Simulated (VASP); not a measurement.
# BeS (P6_3/mmc) in VASP: notebook

Aim: see how the results for BeS move with the level of theory and the settings. Levels: PBE, LDA, r2SCAN. Tasks: single point.

Program: VASP 6.6.1. These are calculated values, not measurements. Logs are shortened: lines on timing, memory, paths and dates and some standing lists are left out, and cuts for length are marked.

## 1. The cell of the first run

Symmetry: P6_3/mmc, No. 194, hexagonal system. The conventional cell has a = 3.462 Å, b = 3.462 Å, c = 6.992 Å, α = 90.00°, β = 90.00°, γ = 120.00°. Be (site symmetry -6m2) has 3 S at 2.00 Å within 2.6 Å. S (site symmetry -6m2) has 3 Be at 2.00 Å within 2.6 Å.

## 2. Single point, PBE

Input file INCAR:

```
ALGO     = Normal         # electronic algorithm
EDIFF    = 1E-6           # SCF threshold, eV
ENCUT    = 520            # plane-wave cutoff, eV
GGA      = PE             # functional
ISIF     = 2              # what is computed and relaxed
ISMEAR   = 0              # smearing method
LASPH    = True           # aspherical terms in the spheres
LCHARG   = True           # write CHGCAR
LELF     = True           # ELF
LREAL    = False          # projectors in reciprocal space
LVHAR    = True         
LWAVE    = False          # write WAVECAR
NBANDS   = 16             # bands
NELM     = 100            # most SCF steps
PREC     = Accurate       # precision mode
SIGMA    = 0.01           # smearing width, eV
```

Input file KPOINTS:

```
k-points
0
Gamma
  12 12 4
```

Input file POSCAR:

```
BeS
1.0
    3.4621569796      0.0000000000      0.0000000000
   -1.7310784898      2.9983158962      0.0000000000
    0.0000000000      0.0000000000      6.9924342115
Be S
2 2
Direct
    0.3333333333      0.6666666667      0.2500000000
    0.6666666667      0.3333333333      0.7500000000
    0.6666666667      0.3333333333      0.2500000000
    0.3333333333      0.6666666667      0.7500000000
```

Potentials or basis: VASP PAW PBE potentials, release 64 (Be, S).

The run is started by

```sh
$ cat potpaw_PBE.64/Be/POTCAR potpaw_PBE.64/S/POTCAR > POTCAR
$ mpirun -np 1 vasp_std > vasp.out
```

OUTCAR:

```text
EDIFF = 1E-6
   ENCUT = 520
   GGA = PE
   ISIF = 2
   ISMEAR = 0
   LASPH = True
   LREAL = False
   NELM = 100
   PREC = Accurate

 ion  position               nearest neighbor table
   1  0.333  0.667  0.250-   3 2.00   3 2.00   3 2.00
   2  0.667  0.333  0.750-   4 2.00   4 2.00   4 2.00
   3  0.667  0.333  0.250-   1 2.00   1 2.00   1 2.00
   4  0.333  0.667  0.750-   2 2.00   2 2.00   2 2.00

  LATTYP: Found a hexagonal cell.
 ALAT       =     3.4621569796
 C/A-ratio  =     2.0196756683

  Lattice vectors:

 A1 = (   3.4621569796,   0.0000000000,   0.0000000000)
 A2 = (  -1.7310784898,   2.9983158962,   0.0000000000)
 A3 = (   0.0000000000,   0.0000000000,   6.9924342115)

Analysis of symmetry for initial positions (statically):
=====================================================================
 Subroutine PRICEL returns:
 Original cell was already a primitive cell.

 Routine SETGRP: Setting up the symmetry group for a
 hexagonal supercell.

 Subroutine GETGRP returns: Found 24 space group operations
 (whereof 12 operations were pure point group operations)
 out of a pool of 24 trial point group operations.

The static configuration has the point symmetry D_3d.
 The point group associated with its full space group is D_6h.

Analysis of symmetry for dynamics (positions and initial velocities):
=====================================================================
 Subroutine PRICEL returns:
 Original cell was already a primitive cell.

 Routine SETGRP: Setting up the symmetry group for a
 hexagonal supercell.

 Subroutine GETGRP returns: Found 24 space group operations
 (whereof 12 operations were pure point group operations)
 out of a pool of 24 trial point group operations.

The dynamic configuration has the point symmetry D_3d.
 The point group associated with its full space group is D_6h.

 Subroutine INISYM returns: Found 24 space group operations
 (whereof 12 operations are pure point group operations),
 and found     1 'primitive' translations

----------------------------------------------------------------------------------------

                                     Primitive cell

  volume of cell :      72.5859

  direct lattice vectors                    reciprocal lattice vectors
     3.462156980  0.000000000  0.000000000     0.288837279  0.166760281  0.000000000
    -1.731078490  2.998315896  0.000000000     0.000000000  0.333520561  0.000000000
     0.000000000  0.000000000  6.992434211     0.000000000  0.000000000  0.143011714

  length of vectors
     3.462156980  3.462156980  6.992434211     0.333520561  0.333520561  0.143011714

  position of ions in fractional coordinates (direct lattice)
     0.333333333  0.666666667  0.250000000
     0.666666667  0.333333333  0.750000000
     0.666666667  0.333333333  0.250000000
     0.333333333  0.666666667  0.750000000

  ion indices of the primitive-cell ions
   primitive index   ion index
                 1           1
                 2           2
                 3           3
                 4           4

----------------------------------------------------------------------------------------

 KPOINTS: k-points

Automatic generation of k-mesh.
 Grid dimensions read from file:
 generate k-points for:   12   12    4

 Generating k-lattice:

  Cartesian coordinates                     Fractional coordinates (reciprocal lattice)
     0.024069773  0.013896690  0.000000000     0.083333333  0.000000000  0.000000000
     0.000000000  0.027793380  0.000000000     0.000000000  0.083333333  0.000000000
     0.000000000  0.000000000  0.035752928     0.000000000  0.000000000  0.250000000

  Length of vectors
     0.027793380  0.027793380  0.035752928

  Shift w.r.t. Gamma in fractional coordinates (k-lattice)
     0.000000000  0.000000000  0.000000000

 Subroutine IBZKPT returns following result:
 ===========================================

 Found     57 irreducible k-points:

 Following reciprocal coordinates:
            Coordinates               Weight
  0.000000  0.000000  0.000000      1.000000
  0.083333 -0.000000  0.000000      6.000000
  0.166667 -0.000000  0.000000      6.000000
  0.250000 -0.000000  0.000000      6.000000
  0.333333 -0.000000  0.000000      6.000000
  0.416667  0.000000  0.000000      6.000000
[... 16 lines left out ...]
  0.250000 -0.000000  0.250000     12.000000
  0.333333 -0.000000  0.250000     12.000000
 [... further k-points ...]
   k-points           NKPTS =     57   k-points in BZ     NKDIM =     57   number of bands    NBANDS=     16
   number of dos      NEDOS =    301   number of ions     NIONS =      4
   total plane-waves  NPLWV =  42336
   dimension x,y,z NGX =    28 NGY =   28 NGZ =   54
   dimension x,y,z NGXF=    56 NGYF=   56 NGZF=  108
   ions per type =               2   2
   NGX,Y,Z   is equivalent  to a cutoff of  13.45, 13.45, 12.84 a.u.
   NGXF,Y,Z  is equivalent  to a cutoff of  26.89, 26.89, 25.68 a.u.
 SYSTEM =  unknown system
   PREC   = accura    normal or accurate (medium, high low for compatibility)
   ISTART =      0    job   : 0-new  1-cont  2-samecut
   ICHARG =      2    charge: 1-file 2-atom 10-const
   ISPIN  =      1    spin polarized calculation?
   LNONCOLLINEAR =      F non collinear calculations
   LSORBIT =      F    spin-orbit coupling
   LASPH  =      T    aspherical Exc in radial PAW
   ENCUT  =  520.0 eV  38.22 Ry    6.18 a.u.   6.44  6.44 13.00*2*pi/ulx,y,z
   NELM   =    100;   NELMIN=  2; NELMDL= -5     # of ELM steps
   EDIFF  = 0.1E-05   stopping-criterion for ELM
   LREAL  =      F    real-space projection
   EDIFFG = 0.1E-04   stopping-criterion for IOM
   NSW    =      0    number of steps for IOM
   IBRION =     -1    ionic relax: 0-MD 1-quasi-New 2-CG
   NFREE  =      0    steps in history (QN), initial steepest desc. (CG)
   ISIF   =      2    stress and relaxation
   ISYM   =      2    0-nonsym 1-usesym 2-fastsym
   POTIM  = 0.5000    time-step for ionic-motion
   TEBEG  =    0.0;   TEEND  =   0.0 temperature during run
   PSTRESS=    0.0 pullay stress
   NELECT =      16.0000    total number of electrons
   NUPDOWN=      -1.0000    fix difference up-down
   EMIN   =  10.00;   EMAX   =-10.00  energy-range for DOS
   EFERMI =   0.00;   METHOD = LEGACY
   ISMEAR =     0;   SIGMA  =   0.01  broadening in eV -4-tet -1-fermi 0-gaus
   EFERMI_NEDOS =   21; number of points for ismear=-14 and -15
   IALGO  =     38    algorithm
   IMIX   =      4    mixing-type and parameters
     AMIX     =   0.40;   BMIX     =  1.00
     AMIX_MAG =   1.60;   BMIX_MAG =  1.00
  volume/ion in A,a.u.               =      18.15       122.46
  Fermi-wavevector in a.u.,A,eV,Ry     =   0.988926  1.868800 13.306164  0.977975
  Thomas-Fermi vector in A             =   2.120488
   LORBIT       =      0    0 simple, 1 ext, 2 COOP (PROOUT), +10 PAW based schemes
   GGA     = PE    functional components
   LHFCALC =     F    Hartree Fock is set to
   AEXX    =    0.0000 exact exchange contribution
   IVDW    =     0    specifies the selected vdW correction
   LEPSILON=     F    determine dielectric tensor
   LRPA    =     F    only Hartree local field effects (RPA)
 non-spin polarized calculation
 Gauss-broadening in eV      SIGMA  =   0.01
  energy-cutoff  :      520.00
  volume of cell :       72.59
 maximum number of plane-waves:      1986
 NGX is ok and might be reduce to    28
   NGX = 13   NGY = 13   NGZ = 27

 number of electron      16.0000001 magnetization

 Free energy of the ion-electron system (eV)
  ---------------------------------------------------
  ext. energy  EPLUGINS =         0.00000000
  ---------------------------------------------------
  free energy    TOTEN  =       -19.23102585 eV

  energy without entropy =      -19.23102585  energy(sigma->0) =      -19.23102585

 E-fermi :   1.7431     XC(G=0):  -8.5490

 val. band max:        1.6785236355   @ k =   0.2500   0.1667   0.0000
 cond. band min:       5.6145381864   @ k =   0.5000  -0.0000   0.2500
 fundamental gap:      3.9360145509
 Fermi energy:         1.7431177970

 k-point     1 :       0.0000    0.0000    0.0000
  band No.  band energies     occupation
      1     -10.8821      2.00000
      2     -10.4464      2.00000
      3      -1.8198      2.00000
      4       0.8375      2.00000
      5       0.8375      2.00000
      6       1.0178      2.00000
[... 8 lines left out ...]
     15       9.8913      0.00000
     16      10.8612      0.00000

 k-point     2 :       0.0833   -0.0000    0.0000
  band No.  band energies     occupation
      1     -10.8236      2.00000
      2     -10.3956      2.00000
      3      -1.7300      2.00000
      4       0.4800      2.00000
      5       0.6675      2.00000
      6       0.7042      2.00000
[... 8 lines left out ...]
     15      10.2007      0.00000
     16      10.2898      0.00000

 k-point     3 :       0.1667   -0.0000    0.0000
  band No.  band energies     occupation
      1     -10.6549      2.00000
      2     -10.2513      2.00000
      3      -1.4651      2.00000
      4      -0.3734      2.00000
      5      -0.1775      2.00000
      6       0.3810      2.00000
[... 8 lines left out ...]
     15       9.5250      0.00000
     16      10.1260      0.00000

 k-point     4 :       0.2500   -0.0000    0.0000
  band No.  band energies     occupation
      1     -10.3986      2.00000
      2     -10.0393      2.00000
      3      -1.3677      2.00000
      4      -1.1559      2.00000
      5      -1.0404      2.00000
      6       0.0078      2.00000
[... 8 lines left out ...]
     15      10.6880      0.00000
     16      10.7762      0.00000
[... 324 lines left out ...]
 k-point    22 :       0.1667   -0.0000    0.2500
  band No.  band energies     occupation
      1     -10.6007      2.00000
      2     -10.3158      2.00000
      3      -1.1889      2.00000
      4      -0.3153      2.00000
      5      -0.2450      2.00000
      6       0.4131      2.00000
[... 8 lines left out ...]
     15       9.4412      0.00000
     16       9.9012      0.00000

 k-point    23 :       0.2500   -0.0000    0.2500
  band No.  band energies     occupation
      1     -10.3498      2.00000
      2     -10.0961      2.00000
      3      -1.4082      2.00000
      4      -1.2219      2.00000
      5      -0.6609      2.00000
      6       0.0427      2.00000
[... 8 lines left out ...]
     15      10.7165      0.00000
     16      10.8829      0.00000

 k-point    24 :       0.3333   -0.0000    0.2500
  band No.  band energies     occupation
      1     -10.0596      2.00000
      2      -9.8546      2.00000
      3      -2.2562      2.00000
      4      -2.0956      2.00000
      5      -0.2755      2.00000
      6      -0.1800      2.00000
[... 8 lines left out ...]
     15      12.0886      0.00000
     16      12.2965      0.00000

 [... further k-points ...]
[... 5 lines left out ...]
  --------------------------------------------------------------------------------------
  -------------------------------------------------------------------------------------
  Total        0.2193250      0.2193250      0.2387402     -0.0000000     -0.0000000      0.0000000
  in kB        4.8411235      4.8411235      5.2696730     -0.0000000     -0.0000000      0.0000000
  external PRESSURE =       4.9839733 kB  Pullay stress =       0.0000000 kB

 VOLUME and BASIS-vectors are now :
 -----------------------------------------------------------------------------
  energy-cutoff  :      520.00
  volume of cell :       72.59
      direct lattice vectors                 reciprocal lattice vectors
     3.462156980  0.000000000  0.000000000     0.288837279  0.166760281  0.000000000
    -1.731078490  2.998315896  0.000000000     0.000000000  0.333520561  0.000000000
     0.000000000  0.000000000  6.992434211     0.000000000  0.000000000  0.143011714

 POSITION                                       TOTAL-FORCE (eV/Angst)
 -----------------------------------------------------------------------------------
     -0.00000      1.99888      1.74811        -0.000000      0.000000      0.000000
      1.73108      0.99944      5.24433         0.000000     -0.000000      0.000000
      1.73108      0.99944      1.74811        -0.000000      0.000000      0.000000
     -0.00000      1.99888      5.24433        -0.000000      0.000000      0.000000
 -----------------------------------------------------------------------------------
    total drift:                               -0.000000      0.000000     -0.000000

  FREE ENERGIE OF THE ION-ELECTRON SYSTEM (eV)
  ---------------------------------------------------
  free  energy   TOTEN  =       -19.2310258514 eV

  energy  without entropy=      -19.2310258514  energy(sigma->0) =      -19.23102585
```

Run time: 25 s. Hardware: 1 thread of Intel Xeon 6975P-C (Granite Rapids), shared host; peak memory 0.21 GiB.

What came out:

```yaml
Free_energy: -19.2310 eV
Pressure: 0.5 GPa
Band_gap_on_the_k_mesh: 3.94 eV, indirect (least direct gap 4.14 eV)
```

(Part 1 of 2 ends here.)
